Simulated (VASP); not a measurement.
# HgS2 (I4/mmm) in VASP: notebook, part 2 of 2

VASP 6.6.1.

## (3) Single point, PBE

This run uses another cell than the first one, of 23.67 Å³/atom, 1.096 times its volume.

The input, INCAR:

```
PREC = Accurate
ENCUT = 520
EDIFF = 1E-6
ISMEAR = 0
SIGMA = 0.1
LREAL = F
LASPH = T
NELM = 100
ALGO = Normal
ISIF = 2
LWAVE = F
LCHARG = F
GGA = PE
NBANDS = 19
```

The input, KPOINTS:

```
Automatic mesh
0
Gamma
  6 6 6
```

The input, POSCAR:

```
HgS2
1.0
   -1.9258600595      1.9258600595      4.7854131482
    1.9258600595     -1.9258600595      4.7854131482
    1.9258600595      1.9258600595     -4.7854131482
Hg S
1 2
Direct
    0.0000000000      0.0000000000      0.0000000000
    0.6115560724      0.6115560724      0.0000000000
    0.3884439276      0.3884439276      0.0000000000
```

Potentials or basis: VASP PAW PBE potentials, release 64 (Hg, S).

The run is started by

```console
$ cat potpaw_PBE.64/Hg/POTCAR potpaw_PBE.64/S/POTCAR > POTCAR
$ mpirun -np 1 vasp_std > vasp.out
```

It took 57 s on 1 thread of Intel Xeon Platinum 8488C (Sapphire Rapids), shared host; peak memory 0.26 GiB.

It converged, with:

| Item | Value |
| --- | --- |
| Free energy | -6.9925 eV |
| Pressure | -0.1 GPa |
| Largest force | 0.107 eV/Å |
| Band gap on the k mesh | zero (band 12 reaches 3.18 eV, above the bottom of band 13 at 2.24 eV) |

Forces on the atoms (eV/Å):
```
Hg   0.000  0.000  0.000
S    0.000  0.000 -0.107
S    0.000  0.000  0.107
```

Stress tensor (GPa, compression positive):
```
 0.04  0.00  0.00
 0.00  0.04  0.00
 0.00  0.00 -0.44
```

Levels at points of the mesh, in eV from the Fermi level:
| k point | band 10 | band 11 | band 12 | band 13 | band 14 | band 15 |
| --- | --- | --- | --- | --- | --- | --- |
| (0.00, 0.00, 0.00) | -2.95 | -1.89 | -0.09 | -0.09 | 2.24 | 6.54 |
| (0.50, 0.00, 0.00) | -1.82 | -1.40 | -0.03 | 2.59 | 2.70 | 3.44 |
| (0.50, 0.50, 0.00) | -3.96 | -1.93 | -1.10 | -0.09 | 2.15 | 5.68 |
| (0.50, 0.50, 0.50) | -3.23 | -2.02 | 0.49 | 0.49 | 1.55 | 5.24 |

Caveat: the k points lie up to 0.38 Å⁻¹ apart; spin-orbit coupling is left out, which moves the levels of the heavy elements.

## (4) Relaxation of cell and atoms, PBE

The input, INCAR:

```
  PREC = Accurate
  ENCUT = 600
  EDIFF = 1E-6
  ISMEAR = 0
  SIGMA = 0.1
  LREAL = F
  LASPH = T
  NELM = 80
  ALGO = Normal
  ISIF = 3
  LWAVE = F
  LCHARG = F
  GGA = PE
  IBRION = 2
  NSW = 90
  EDIFFG = -0.04
```

The input, KPOINTS:

```
regular mesh
0
Gamma
  6 6 6
```

The input, POSCAR:

```
HgS2
1.0
   -1.8759236720      1.8759236720      4.6018752578
    1.8759236720     -1.8759236720      4.6018752578
    1.8759236720      1.8759236720     -4.6018752578
Hg S
1 2
Direct
    0.0000000000      0.0000000000      0.0000000000
    0.6650000000      0.6650000000      0.0000000000
    0.3350000000      0.3350000000      0.0000000000
```

The run is started by

```console
$ cat potpaw_PBE.64/Hg/POTCAR potpaw_PBE.64/S/POTCAR > POTCAR
$ mpirun -np 1 vasp_std > vasp.out
```

Wall time 12 min (1 thread of Intel Xeon Platinum 8488C (Sapphire Rapids), shared host); peak memory 0.3 GiB.

It converged, with:

* Free energy: -6.9927 eV
* Relaxed volume: 24.15 Å³/atom
* Relaxed cell: a = 5.576 Å, b = 5.576 Å, c = 5.576 Å, α = 139.51°, β = 139.51°, γ = 58.60°
* Space group after relaxing (to 0.05 Å): I4/mmm (No. 139)
* Energy gained by relaxing: 338.9 meV/atom
* Ionic steps: 23
* Pressure after relaxing: -0.1 GPa
* Largest force after relaxing: 0.030 eV/Å
* Band gap on the k mesh: zero (band 12 reaches 3.00 eV, above the bottom of band 13 at 2.09 eV)

Forces in eV/Å, atoms in the order of the input:
```
Hg   0.000  0.000  0.000
S    0.000  0.000 -0.030
S    0.000  0.000  0.030
```

Step by step:
```
step  energy change (eV)  largest force (eV/Å)  pressure (GPa)  volume (Å³)
   1              0.0000                0.6326           -5.24        64.78
   2             -0.2067                0.8256            0.87        58.35
   3             -0.2157                0.8568            2.88        56.96
   4             -0.4004                1.0657            4.53        56.52
   5              0.2052                4.1080           23.10        54.40
   6             -0.4252                1.0828            5.38        56.28
   7             -0.4830                0.3776           10.48        55.45
   8             -0.5001                0.8639            8.19        55.76
   9             -0.6150                0.5243            6.64        57.58
  10             -0.7015                0.4915            5.80        61.05
  11             -0.7990                0.1083            1.96        63.96
  12             -0.8214                0.5983           -0.95        66.89
  13             -0.8220                0.5359           -0.57        66.48
  14             -0.8367                0.4740           -0.53        66.66
  15             -0.8745                0.2347           -0.27        67.20
  16             -0.9125                0.4948            0.96        68.21
  17             -0.9242                0.4378            0.70        68.52
  18             -0.9553                0.3262            0.08        69.43
  19             -1.0029                0.0820           -0.59        71.14
  20             -1.0046                0.3106           -0.11        74.14
  21             -1.0157                0.1246           -0.43        72.80
  22             -1.0157                0.0949           -0.45        72.60
  23             -1.0166                0.0302           -0.14        72.44
```

Final structure:
```cif
data_structure
_symmetry_space_group_name_H-M 'P 1'
_symmetry_Int_Tables_number 1
_cell_length_a 5.5763
_cell_length_b 5.5763
_cell_length_c 5.5763
_cell_angle_alpha 139.506
_cell_angle_beta 139.506
_cell_angle_gamma 58.604
_cell_volume 72.44
loop_
_atom_site_label
_atom_site_type_symbol
_atom_site_fract_x
_atom_site_fract_y
_atom_site_fract_z
_atom_site_occupancy
Hg1 Hg 0.00000 0.00000 0.00000 1
S1 S 0.60924 0.60924 0.00000 1
S2 S 0.39076 0.39076 0.00000 1
```

Levels at points of the mesh, in eV from the Fermi level:
| k point | band 10 | band 11 | band 12 | band 13 | band 14 | band 15 |
| --- | --- | --- | --- | --- | --- | --- |
| (0.00, 0.00, 0.00) | -3.00 | -1.92 | -0.04 | -0.04 | 2.38 | 6.38 |
| (0.50, 0.00, 0.00) | -1.84 | -1.44 | -0.02 | 2.59 | 2.71 | 3.43 |
| (0.50, 0.50, 0.00) | -3.97 | -1.96 | -1.04 | -0.13 | 2.27 | 5.55 |
| (0.50, 0.50, 0.50) | -3.24 | -2.07 | 0.47 | 0.47 | 1.59 | 5.11 |

Caveat: the k points lie up to 0.38 Å⁻¹ apart in the final cell; spin-orbit coupling is left out, which moves the levels of the heavy elements.

## (5) Single point, PBE

This run uses another cell than the first one, of 23.62 Å³/atom, 1.094 times its volume.

The input, INCAR:

```
PREC     = Accurate       # precision mode
ENCUT    = 520            # plane-wave cutoff, eV
EDIFF    = 1E-7           # SCF threshold, eV
ISMEAR   = 0              # smearing method
SIGMA    = 0.1            # smearing width, eV
LREAL    = False          # projectors in reciprocal space
LASPH    = True           # aspherical terms in the spheres
NELM     = 60             # most SCF steps
ALGO     = Normal         # electronic algorithm
ISIF     = 2              # what is computed and relaxed
LWAVE    = False          # write WAVECAR
LCHARG   = True           # write CHGCAR
GGA      = PE             # functional
LELF     = True           # ELF
LVHAR    = True         
NBANDS   = 19             # bands
```

The input, KPOINTS:

```
regular mesh
0
Gamma
  16 16 16
```

The input, POSCAR:

```
HgS2
1.0
   -1.9198617230      1.9198617230      4.8065374360
    1.9198617230     -1.9198617230      4.8065374360
    1.9198617230      1.9198617230     -4.8065374360
Hg S
1 2
Direct
    0.0000000000      0.0000000000      0.0000000000
    0.6114778110      0.6114778110      0.0000000000
    0.3885221890      0.3885221890      0.0000000000
```

The run is started by

```console
$ cat potpaw_PBE.64/Hg/POTCAR potpaw_PBE.64/S/POTCAR > POTCAR
$ mpirun -np 1 vasp_std > vasp.out
```

Run time: 8.4 min. Hardware: 1 thread of Intel Xeon Platinum 8488C (Sapphire Rapids), shared host; peak memory 0.58 GiB.

The run converged. Its results:

```yaml
Free_energy: -6.9818 eV
Pressure: 0.0 GPa
Largest_force: 0.091 eV/Å
Band_gap_on_the_k_mesh: zero (band 12 reaches 3.21 eV, above the bottom of band 13 at 2.02 eV)
```

Forces in eV/Å, atoms in the order of the input:
```
Hg   0.000  0.000  0.000
S    0.000  0.000 -0.091
S    0.000  0.000  0.091
```

Stress tensor (GPa, compression positive):
```
 0.19  0.00  0.00
 0.00  0.19  0.00
 0.00  0.00 -0.42
```

Levels at points of the mesh, in eV from the Fermi level:
| k point | band 8 | band 9 | band 10 | band 11 | band 12 | band 13 | band 14 | band 15 | band 16 | band 17 |
| --- | --- | --- | --- | --- | --- | --- | --- | --- | --- | --- |
| (0.00, 0.00, 0.00) | -4.40 | -2.93 | -2.93 | -1.90 | -0.08 | -0.08 | 2.23 | 6.46 | 7.32 | 7.72 |
| (0.50, 0.00, 0.00) | -5.26 | -4.46 | -1.86 | -1.37 | -0.04 | 2.59 | 2.68 | 3.44 | 5.91 | 7.55 |
| (0.50, 0.50, 0.00) | -4.95 | -4.55 | -3.94 | -1.96 | -1.11 | -0.12 | 2.12 | 5.61 | 5.68 | 8.04 |
| (0.50, 0.50, 0.50) | -3.72 | -3.21 | -3.21 | -2.01 | 0.49 | 0.49 | 1.49 | 5.20 | 6.36 | 8.48 |

Caveat: spin-orbit coupling is left out, which moves the levels of the heavy elements.

## (6) Overview

| task | cell | k mesh | cutoff (eV) | gap on the mesh (eV) | pressure (GPa) | largest force (eV/Å) |
| --- | --- | --- | --- | --- | --- | --- |
| single point | a = 5.312 Å, angles 138.6, 138.6, 59.9°, 3 atoms | 6 × 6 × 6 | 520 | none | -5.3 | 0.63 |
| single point | a = 5.506 Å, angles 139.1, 139.1, 59.3°, 3 atoms | 6 × 6 × 6 | 520 | none | -0.1 | 0.11 |
| relaxation of cell and atoms | relaxed from a = 5.312 Å, angles 138.6, 138.6, 59.9°, 3 atoms | 6 × 6 × 6 | 600 | none | -0.1 | 0.03 |
| single point | a = 5.520 Å, angles 139.3, 139.3, 58.9°, 3 atoms | 16 × 16 × 16 | 520 | none | 0.0 | 0.09 |

Alike in all rows: level PBE; potentials or basis VASP PAW PBE potentials, release 64 (Hg, S); no spin polarisation; smearing gaussian 0.1 eV.

Caveats: some runs use coarse meshes; spin-orbit coupling is left out, which moves the levels of the heavy elements.

Absolute energies hang on the potentials; compare differences alone.
